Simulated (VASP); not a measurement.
# CaS (Fm-3m) in VASP: a series of runs

The runs below take CaS through single point, with BLYP+D3(BJ), PBE+D3(BJ).

All numbers are computed with VASP 6.6.1; they aren't measurements. Logs are shortened: lines on timing, memory, paths and dates and some standing lists are left out, and cuts for length are marked.

### Step 1. The cell of the first run

Symmetry: Fm-3m, No. 225, cubic system. The conventional cell has a = 5.533 Å, b = 5.533 Å, c = 5.533 Å, α = 90.00°, β = 90.00°, γ = 90.00°. Ca (site symmetry m-3m) has 6 S at 2.77 Å within 3.6 Å. S (site symmetry m-3m) has 6 Ca at 2.77 Å within 3.6 Å.

### Step 2. Single point, BLYP+D3(BJ) (volume scaled by 0.96)

Input file INCAR:

```
AGGAC    = 1.0          
AGGAX    = 1.0          
ALDAC    = 0.0          
ALDAX    = 1.0          
ALGO     = Normal         # electronic algorithm
EDIFF    = 1E-6           # SCF threshold, eV
ENCUT    = 500            # plane-wave cutoff, eV
GGA      = B5             # functional
GGA_COMPAT= False        
ISIF     = 2              # what is computed and relaxed
ISMEAR   = 0              # smearing method
IVDW     = 12             # dispersion correction
LASPH    = True           # aspherical terms in the spheres
LCHARG   = False          # write CHGCAR
LREAL    = False          # projectors in reciprocal space
LWAVE    = False          # write WAVECAR
NBANDS   = 15             # bands
NELM     = 120            # most SCF steps
PREC     = Accurate       # precision mode
SIGMA    = 0.05           # smearing width, eV
VDW_A1   = 0.4298       
VDW_A2   = 4.2359       
VDW_S6   = 1.0          
VDW_S8   = 2.6996
```

Input file KPOINTS:

```
k-points
0
Gamma
  8 8 8
```

Input file POSCAR:

```
CaS
1.0
    0.0000000000      2.7667074503      2.7667074503
    2.7667074503      0.0000000000      2.7667074503
    2.7667074503      2.7667074503      0.0000000000
Ca S
1 1
Direct
    0.5000000000      0.5000000000      0.5000000000
    0.0000000000      0.0000000000      0.0000000000
```

Potentials or basis: VASP PAW PBE potentials, release 64 (Ca_sv, S).

Started as:

```sh
> cat potpaw_PBE.64/Ca_sv/POTCAR potpaw_PBE.64/S/POTCAR > POTCAR
> mpirun -np 1 vasp_std > vasp.out
```

OUTCAR:

```text
EDIFF = 1E-6
   ENCUT = 500
   GGA = B5
   ISIF = 2
   ISMEAR = 0
   IVDW = 12
   LASPH = True
   LREAL = False
   NELM = 120
   PREC = Accurate
 IVDW          = 12

 ion  position               nearest neighbor table
   1  0.500  0.500  0.500-   2 2.77   2 2.77   2 2.77   2 2.77   2 2.77   2 2.77
   2  0.000  0.000  0.000-   1 2.77   1 2.77   1 2.77   1 2.77   1 2.77   1 2.77

  LATTYP: Found a face centered cubic cell.
 ALAT       =     5.5334149006

  Lattice vectors:

 A1 = (   0.0000000000,   2.7667074503,   2.7667074503)
 A2 = (   2.7667074503,   0.0000000000,   2.7667074503)
 A3 = (   2.7667074503,   2.7667074503,   0.0000000000)

Analysis of symmetry for initial positions (statically):
=====================================================================
 Subroutine PRICEL returns:
 Original cell was already a primitive cell.

 Routine SETGRP: Setting up the symmetry group for a
 face centered cubic supercell.

 Subroutine GETGRP returns: Found 48 space group operations
 (whereof 48 operations were pure point group operations)
 out of a pool of 48 trial point group operations.

The static configuration has the point symmetry O_h .

Analysis of symmetry for dynamics (positions and initial velocities):
=====================================================================
 Subroutine PRICEL returns:
 Original cell was already a primitive cell.

 Routine SETGRP: Setting up the symmetry group for a
 face centered cubic supercell.

 Subroutine GETGRP returns: Found 48 space group operations
 (whereof 48 operations were pure point group operations)
 out of a pool of 48 trial point group operations.

The dynamic configuration has the point symmetry O_h .

 Subroutine INISYM returns: Found 48 space group operations
 (whereof 48 operations are pure point group operations),
 and found     1 'primitive' translations

----------------------------------------------------------------------------------------

                                     Primitive cell

  volume of cell :      42.3565

  direct lattice vectors                    reciprocal lattice vectors
     0.000000000  2.766707450  2.766707450    -0.180720228  0.180720228  0.180720228
     2.766707450  0.000000000  2.766707450     0.180720228 -0.180720228  0.180720228
     2.766707450  2.766707450  0.000000000     0.180720228  0.180720228 -0.180720228

  length of vectors
     3.912715199  3.912715199  3.912715199     0.313016616  0.313016616  0.313016616

  position of ions in fractional coordinates (direct lattice)
     0.500000000  0.500000000  0.500000000
     0.000000000  0.000000000  0.000000000

  ion indices of the primitive-cell ions
   primitive index   ion index
                 1           1
                 2           2

----------------------------------------------------------------------------------------

 KPOINTS: k-points

Automatic generation of k-mesh.
 Grid dimensions read from file:
 generate k-points for:    8    8    8

 Generating k-lattice:

  Cartesian coordinates                     Fractional coordinates (reciprocal lattice)
    -0.022590028  0.022590028  0.022590028     0.125000000  0.000000000  0.000000000
     0.022590028 -0.022590028  0.022590028     0.000000000  0.125000000  0.000000000
     0.022590028  0.022590028 -0.022590028     0.000000000  0.000000000  0.125000000

  Length of vectors
     0.039127077  0.039127077  0.039127077

  Shift w.r.t. Gamma in fractional coordinates (k-lattice)
     0.000000000  0.000000000  0.000000000

 Subroutine IBZKPT returns following result:
 ===========================================

 Found     29 irreducible k-points:

 Following reciprocal coordinates:
            Coordinates               Weight
  0.000000  0.000000  0.000000      1.000000
  0.125000  0.000000  0.000000      8.000000
  0.250000  0.000000  0.000000      8.000000
  0.375000  0.000000  0.000000      8.000000
  0.500000  0.000000  0.000000      4.000000
  0.125000  0.125000  0.000000      6.000000
[... 16 lines left out ...]
  0.500000  0.250000  0.125000     48.000000
 -0.375000  0.250000  0.125000     24.000000
 [... further k-points ...]
   k-points           NKPTS =     29   k-points in BZ     NKDIM =     29   number of bands    NBANDS=     15
   number of dos      NEDOS =    301   number of ions     NIONS =      2
   total plane-waves  NPLWV =  27000
   dimension x,y,z NGX =    30 NGY =   30 NGZ =   30
   dimension x,y,z NGXF=    60 NGYF=   60 NGZF=   60
   ions per type =               1   1
   NGX,Y,Z   is equivalent  to a cutoff of  12.75, 12.75, 12.75 a.u.
   NGXF,Y,Z  is equivalent  to a cutoff of  25.49, 25.49, 25.49 a.u.
 SYSTEM =  unknown system
   PREC   = accura    normal or accurate (medium, high low for compatibility)
   ISTART =      0    job   : 0-new  1-cont  2-samecut
   ICHARG =      2    charge: 1-file 2-atom 10-const
   ISPIN  =      1    spin polarized calculation?
   LNONCOLLINEAR =      F non collinear calculations
   LSORBIT =      F    spin-orbit coupling
   LASPH  =      T    aspherical Exc in radial PAW
   ENCUT  =  500.0 eV  36.75 Ry    6.06 a.u.   7.13  7.13  7.13*2*pi/ulx,y,z
   NELM   =    120;   NELMIN=  2; NELMDL= -5     # of ELM steps
   EDIFF  = 0.1E-05   stopping-criterion for ELM
   LREAL  =      F    real-space projection
   EDIFFG = 0.1E-04   stopping-criterion for IOM
   NSW    =      0    number of steps for IOM
   IBRION =     -1    ionic relax: 0-MD 1-quasi-New 2-CG
   NFREE  =      0    steps in history (QN), initial steepest desc. (CG)
   ISIF   =      2    stress and relaxation
   ISYM   =      2    0-nonsym 1-usesym 2-fastsym
   POTIM  = 0.5000    time-step for ionic-motion
   TEBEG  =    0.0;   TEEND  =   0.0 temperature during run
   PSTRESS=    0.0 pullay stress
   NELECT =      16.0000    total number of electrons
   NUPDOWN=      -1.0000    fix difference up-down
   EMIN   =  10.00;   EMAX   =-10.00  energy-range for DOS
   EFERMI =   0.00;   METHOD = LEGACY
   ISMEAR =     0;   SIGMA  =   0.05  broadening in eV -4-tet -1-fermi 0-gaus
   EFERMI_NEDOS =   21; number of points for ismear=-14 and -15
   IALGO  =     38    algorithm
   IMIX   =      4    mixing-type and parameters
     AMIX     =   0.40;   BMIX     =  1.00
     AMIX_MAG =   1.60;   BMIX_MAG =  1.00
  volume/ion in A,a.u.               =      21.18       142.92
  Fermi-wavevector in a.u.,A,eV,Ry     =   1.183427  2.236353 19.054962  1.400500
  Thomas-Fermi vector in A             =   2.319662
   LORBIT       =      0    0 simple, 1 ext, 2 COOP (PROOUT), +10 PAW based schemes
   GGA     = B5    functional components
   LHFCALC =     F    Hartree Fock is set to
   AEXX    =    0.0000 exact exchange contribution
   IVDW    =    12    specifies the selected vdW correction
   LEPSILON=     F    determine dielectric tensor
   LRPA    =     F    only Hartree local field effects (RPA)
 non-spin polarized calculation
 Gauss-broadening in eV      SIGMA  =   0.05
  energy-cutoff  :      500.00
  volume of cell :       42.36
 maximum number of plane-waves:      1090
 NGX is ok and might be reduce to    30
   NGX = 15   NGY = 15   NGZ = 15

 number of electron      15.9999999 magnetization

 Free energy of the ion-electron system (eV)
  ---------------------------------------------------
  ext. energy  EPLUGINS =         0.00000000
  ---------------------------------------------------
  free energy    TOTEN  =        -9.33756951 eV

  energy without entropy =       -9.33756951  energy(sigma->0) =       -9.33756951

 E-fermi :   4.0181     XC(G=0):  -9.1670

 val. band max:        3.7623966414   @ k =   0.0000   0.0000   0.0000
 cond. band min:       6.0067422905   @ k =   0.5000   0.5000   0.0000
 fundamental gap:      2.2443456491
 Fermi energy:         4.0181181567

 k-point     1 :       0.0000    0.0000    0.0000
  band No.  band energies     occupation
      1     -35.1912      2.00000
      2     -16.2819      2.00000
      3     -16.2819      2.00000
      4     -16.2819      2.00000
      5      -7.8247      2.00000
      6       3.7624      2.00000
      7       3.7624      2.00000
      8       3.7624      2.00000
      9       7.8627      0.00000
     10       7.8627      0.00000
     11       7.8627      0.00000
     12       8.4764      0.00000
     13       8.4764      0.00000
     14       8.7013      0.00000
     15      15.3047      0.00000

 k-point     2 :       0.1250    0.0000    0.0000
  band No.  band energies     occupation
      1     -35.1886      2.00000
      2     -16.3184      2.00000
      3     -16.2845      2.00000
      4     -16.2845      2.00000
      5      -7.6944      2.00000
      6       3.0744      2.00000
      7       3.4925      2.00000
      8       3.4925      2.00000
      9       7.9580      0.00000
     10       8.1110      0.00000
     11       8.1110      0.00000
     12       8.9492      0.00000
     13       8.9492      0.00000
     14       9.4213      0.00000
     15      15.3928      0.00000

 k-point     3 :       0.2500    0.0000    0.0000
  band No.  band energies     occupation
      1     -35.1823      2.00000
      2     -16.4044      2.00000
      3     -16.2906      2.00000
      4     -16.2906      2.00000
      5      -7.3633      2.00000
      6       1.8316      2.00000
      7       2.9757      2.00000
      8       2.9757      2.00000
      9       8.1815      0.00000
     10       8.7390      0.00000
     11       8.7390      0.00000
     12      10.1036      0.00000
     13      10.1036      0.00000
     14      10.7438      0.00000
     15      14.7130      0.00000

 k-point     4 :       0.3750    0.0000    0.0000
  band No.  band energies     occupation
      1     -35.1760      2.00000
      2     -16.4873      2.00000
      3     -16.2968      2.00000
      4     -16.2968      2.00000
      5      -7.0011      2.00000
      6       0.8292      2.00000
      7       2.5681      2.00000
      8       2.5681      2.00000
      9       8.7295      0.00000
     10       9.5770      0.00000
     11       9.5770      0.00000
     12      10.8237      0.00000
     13      11.4110      0.00000
     14      11.4110      0.00000
     15      14.0898      0.00000
[... 307 lines left out ...]
 k-point    22 :       0.3750    0.2500    0.1250
  band No.  band energies     occupation
      1     -35.1777      2.00000
      2     -16.4172      2.00000
      3     -16.3281      2.00000
      4     -16.3011      2.00000
      5      -7.2153      2.00000
      6       1.4603      2.00000
      7       2.7884      2.00000
      8       2.8483      2.00000
      9       7.5509      0.00000
     10       9.2103      0.00000
     11       9.5786      0.00000
     12       9.8490      0.00000
     13      10.4977      0.00000
     14      12.4033      0.00000
     15      13.9601      0.00000

 k-point    23 :       0.5000    0.2500    0.1250
  band No.  band energies     occupation
      1     -35.1726      2.00000
      2     -16.4582      2.00000
      3     -16.3463      2.00000
      4     -16.3112      2.00000
      5      -6.9989      2.00000
      6       1.0908      2.00000
      7       2.3353      2.00000
      8       2.5457      2.00000
      9       8.1267      0.00000
     10       9.8042      0.00000
     11      10.0801      0.00000
     12      10.2041      0.00000
     13      11.0843      0.00000
     14      12.6116      0.00000
     15      13.1521      0.00000

 k-point    24 :      -0.3750    0.2500    0.1250
  band No.  band energies     occupation
      1     -35.1706      2.00000
      2     -16.4758      2.00000
      3     -16.3505      2.00000
      4     -16.3178      2.00000
      5      -6.9063      2.00000
      6       0.9543      2.00000
      7       2.1336      2.00000
      8       2.4411      2.00000
      9       8.8949      0.00000
     10       9.1855      0.00000
     11      10.3464      0.00000
     12      10.8257      0.00000
     13      11.0831      0.00000
     14      12.1858      0.00000
     15      13.6700      0.00000

 [... further k-points ...]

------------------------ aborting loop because EDIFF is reached ----------------------------------------

 Edisp (eV)   -1.67395

 E8    (eV) :    -1.2369

  FORCE on cell =-STRESS in cart. coord.  units (eV):
  Direction    XX          YY          ZZ          XY          YZ          ZX
  --------------------------------------------------------------------------------------
  -------------------------------------------------------------------------------------
  Total       0.81207     0.81207     0.81207    -0.00000     0.00000     0.00000
  in kB      30.71726    30.71726    30.71726    -0.00000     0.00000     0.00000
  external pressure =       30.72 kB  Pullay stress =        0.00 kB

 VOLUME and BASIS-vectors are now :
 -----------------------------------------------------------------------------
  energy-cutoff  :      500.00
  volume of cell :       42.36
      direct lattice vectors                 reciprocal lattice vectors
     0.000000000  2.766707450  2.766707450    -0.180720228  0.180720228  0.180720228
     2.766707450  0.000000000  2.766707450     0.180720228 -0.180720228  0.180720228
     2.766707450  2.766707450  0.000000000     0.180720228  0.180720228 -0.180720228

 POSITION                                       TOTAL-FORCE (eV/Angst)
 -----------------------------------------------------------------------------------
      2.76671      2.76671      2.76671        -0.000000      0.000000      0.000000
      0.00000      0.00000      0.00000         0.000000     -0.000000     -0.000000
 -----------------------------------------------------------------------------------
    total drift:                                0.000000      0.000000      0.000000

  FREE ENERGIE OF THE ION-ELECTRON SYSTEM (eV)
  ---------------------------------------------------
  free  energy   TOTEN  =       -11.0115187527 eV

  energy  without entropy=      -11.0115187527  energy(sigma->0) =      -11.01151875
```

Run time: 24 s. Hardware: 1 thread of Intel Xeon Platinum 8259CL at 2.50GHz (Skylake/Cascade Lake), shared host; peak memory 0.18 GiB.

Results:

- Free energy: -11.0115 eV
- Pressure: 3.1 GPa
- Band gap on the k mesh: 2.24 eV, indirect (least direct gap 3.09 eV)
- Dispersion energy per atom: -0.837 eV

Levels at points of the mesh, in eV from the valence-band top:
```csv
k point,band 6,band 7,band 8,band 9,band 10,band 11
"(0.00, 0.00, 0.00)",0.00,0.00,0.00,4.10,4.10,4.10
"(0.50, 0.00, 0.00)",-3.32,-1.34,-1.34,5.66,6.26,6.32
"(0.50, 0.50, 0.00)",-2.36,-0.84,-0.84,2.24,5.62,6.54
```

Caveat: the PAW data sets were made with another functional, which shifts forces and pressure a little.

### Step 3. Single point, PBE+D3(BJ) (volume scaled by 0.98)

Input file INCAR:

```
PREC = Accurate ; ENCUT = 500
EDIFF = 1E-6 ; ISMEAR = 0
SIGMA = 0.05 ; LREAL = F
LASPH = T ; NELM = 120
ALGO = Normal ; ISIF = 2
LWAVE = F ; LCHARG = T
GGA = PE ; IVDW = 12
LELF = T ; LVHAR = T
NBANDS = 15 ; GGA_COMPAT = F
```

Input file KPOINTS:

```
regular mesh
0
Gamma
  8 8 8
```

Input file POSCAR:

```
CaS
1.0
    0.0000000000      2.7981421586      2.7981421586
    2.7981421586      0.0000000000      2.7981421586
    2.7981421586      2.7981421586      0.0000000000
Ca S
1 1
Direct
    0.5000000000      0.5000000000      0.5000000000
    0.0000000000      0.0000000000      0.0000000000
```

Potentials or basis: VASP PAW PBE potentials, release 64 (Ca_sv, S).

Started as:

```sh
> cat potpaw_PBE.64/Ca_sv/POTCAR potpaw_PBE.64/S/POTCAR > POTCAR
> mpirun -np 1 vasp_std > vasp.out
```

It took 19 s on 1 thread of Intel Xeon Platinum 8259CL at 2.50GHz (Skylake/Cascade Lake), shared host; peak memory 0.18 GiB.

Results (log left out):

* Free energy: -11.0347 eV
* Pressure: 1.5 GPa
* Band gap on the k mesh: 2.23 eV, indirect (least direct gap 3.07 eV)
* Dispersion energy per atom: -0.353 eV

Levels at points of the mesh, in eV from the valence-band top:
```csv
k point,band 5,band 6,band 7,band 8,band 9,band 10,band 11,band 12
"(0.00, 0.00, 0.00)",-11.51,0.00,0.00,0.00,4.15,4.15,4.15,4.48
"(0.50, 0.00, 0.00)",-10.57,-3.28,-1.27,-1.27,5.32,6.24,6.36,6.36
"(0.50, 0.50, 0.00)",-10.82,-2.38,-0.84,-0.84,2.23,5.70,6.28,7.00
```
